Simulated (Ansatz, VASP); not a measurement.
## One calculation of CdSe, two programs

```xyz
12
Lattice="7.6088 0.0027 -0.0060 0.0026 7.6242 0.0203 -0.0059 0.0197 7.6222" Properties=species:S:1:pos:R:3 pbc="T T T"
Cd    3.8008    0.0191    5.7129
Cd    5.7077    3.8216    0.0108
Cd    0.0041    5.7288    3.8447
Cd    3.8030    0.0015    1.8992
Cd    1.9028    3.8021    0.0077
Cd   -0.0057    1.9175    3.8018
Se   -0.0069    3.8064    5.7254
Se    5.7026    0.0114    3.8072
Se    3.7963    5.7196    0.0160
Se    0.0039    3.8392    1.9185
Se    1.8992    0.0124    3.8059
Se    3.8143    1.9068   -0.0043
```

Change from the starting cell: cell x1, atoms moved at random (sigma 0.05 Å) and cell strained at random (1.5 %), then relaxed without symmetry.

Alike in both runs: functional PBE; k mesh 2 × 2 × 2; occupations gaussian, width 0.1 eV; no spin polarisation.

Ansatz relaxed the structure, and its values are those at the end. VASP's run is a single point on that final structure, the one shown.

|  | VASP | Ansatz |
| --- | --- | --- |
| version | VASP 6.6.1 | Ansatz 0.2.0 |
| potentials or method | VASP PAW PBE potentials, release 64 (Cd, Se), cutoff 520 eV | scalar-relativistic, plane waves, PAW |
| valence electrons in the cell | 108 | 216 |

```csv
,VASP,Ansatz,Ansatz less VASP
gap on the k mesh at the Fermi level (eV),0.61,0.62,+0.007
least direct gap on the mesh (eV),0.61,0.62,+0.007
pressure (GPa),0.2,0.0,-0.21
rms of the force components (eV/Å),0.005,0.005,0.0000
```

With one functional, cell and mesh, what is left measures potentials, basis and numerics. VASP's potentials hold 108 valence electrons a cell and Ansatz's 216, so a difference there can come from the potentials and not from the codes.
